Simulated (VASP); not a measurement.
A run of VASP 6.6.1 is set up as follows.

File INCAR:

```
PREC = Accurate
ENCUT = 500
EDIFF = 1E-7
ISMEAR = 0
SIGMA = 0.1
LREAL = False
LASPH = True
NELM = 200
ALGO = Normal
ISIF = 3
LWAVE = False
LCHARG = False
ISPIN = 2
MAGMOM = 0 0 0 0 2.18
LORBIT = 11
LMAXMIX = 4
GGA = PE
IBRION = 2
NSW = 100
EDIFFG = -0.01
GGA_COMPAT = False
NELMIN = 4
KPAR = 4
```

Contents of KPOINTS:

```
regular mesh
0
Gamma
  6 6 6
```

The input POSCAR:

```
K4Ru
1.0
    6.5531136051      0.0000000000      0.0000000000
    0.0000000000      6.5531136051      0.0000000000
    0.0000000000      0.0000000000      6.5531136051
K Ru
4 1
Direct
    0.0000000000      0.5000000000      0.5000000000
    0.5000000000      0.0000000000      0.5000000000
    0.5000000000      0.5000000000      0.0000000000
    0.0000000000      0.0000000000      0.0000000000
    0.5000000000      0.5000000000      0.5000000000
```

Potentials or basis: VASP PAW PBE potentials, release 64 (K_sv, Ru_pv).

Launch:

```console
$ cat potpaw_PBE.64/K_sv/POTCAR potpaw_PBE.64/Ru_pv/POTCAR > POTCAR
$ mpirun -np 4 vasp_std > vasp.out
```

Task: What does it give for the net moment?

Result: 2.00 μB per cell.

Task: Estimate the band gap on the k mesh.

Result: Zero (filled and empty bands overlap).

Task: Predict the site moments.

Result: K +0.00, -0.00; Ru +1.87 μB.

Final structure:
```yaml
crystal:
  lattice:
    - [6.55311, 0.00000, 0.00000]
    - [0.00000, 6.55311, 0.00000]
    - [0.00000, 0.00000, 6.55311]
  atoms:
    - { symbol: K, position: [0.00000, 0.50000, 0.50000] }
    - { symbol: K, position: [0.50000, 0.00000, 0.50000] }
    - { symbol: K, position: [0.50000, 0.50000, 0.00000] }
    - { symbol: K, position: [0.00000, 0.00000, 0.00000] }
    - { symbol: Ru, position: [0.50000, 0.50000, 0.50000] }
```

Caveat: the relaxation stopped at its first step, so nothing moved.
